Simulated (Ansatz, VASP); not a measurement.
LiMg in VASP and in Ansatz

Contents of INCAR:

```
PREC = Accurate ; ENCUT = 750
EDIFF = 1E-6 ; ISMEAR = 0
SIGMA = 0.05 ; LREAL = False
LASPH = True ; NELM = 120
ALGO = Normal ; ISIF = 2
LWAVE = False ; LCHARG = False
NBANDS = 10 ; GGA_COMPAT = False
```

Contents of KPOINTS:

```
Automatic mesh
0
Gamma
  10 10 10
```

The input POSCAR:

```
LiMg
1.0
    3.3781850000      0.0000000000      0.0000000000
    0.0000000000      3.3781850000      0.0000000000
    0.0000000000      0.0000000000      3.5526100000
Li Mg
1 1
Direct
    0.0000000000      0.0000000000      0.0000000000
    0.5000000000      0.5000000000      0.5000000000
```

Input for Ansatz:

```yaml
crystal:
  lattice:
    - [3.378185, 0.0, 0.0]
    - [0.0, 3.378185, 0.0]
    - [0.0, 0.0, 3.55261]
  atoms:
    - { symbol: Li, position: [0.0, 0.0, 0.0] }
    - { symbol: Mg, position: [0.5, 0.5, 0.5] }
basis:
  ecutwfc: 420
  fft_grid_basis: typed
kpoints:
  mp_grid: { grid: [10, 10, 10] }
hamiltonian:
  xc: lda
  pseudopotentials: { kind: paw }
scf:
  occupations: { method: gaussian, width: 0.05 }
output:
  forces: true
  stress: true
  eigenvalues: true
  bader: true
  write_density: true
  volumetric_format: npy
  elf: true
```

Alike in both runs: task single point; functional LDA; k mesh 10 × 10 × 10; occupations gaussian, width 0.05 eV; no spin polarisation.

```csv
,VASP,Ansatz
version,VASP 6.6.1,Ansatz 0.2.0
potentials or method,"VASP PAW LDA potentials, release 64 (Li_sv, Mg), cutoff 750 eV","scalar-relativistic, plane waves, PAW"
valence electrons in the cell,5,13
```

```tsv
	VASP	Ansatz	Ansatz less VASP
gap on the k mesh at the Fermi level (eV)	none	none	-
pressure (GPa)	-2.0	-1.7	+0.23
traceless stress, the component that is largest in VASP (GPa)	-0.40	-0.39	+0.004
```

LDA's correlation is that of Perdew and Zunger in VASP and of Perdew and Wang (1992) in Ansatz. A gap of «none» marks a metal or a gap that the smearing closes. VASP's potentials hold 5 valence electrons a cell and Ansatz's 13, so a difference there can come from the potentials and not from the codes.
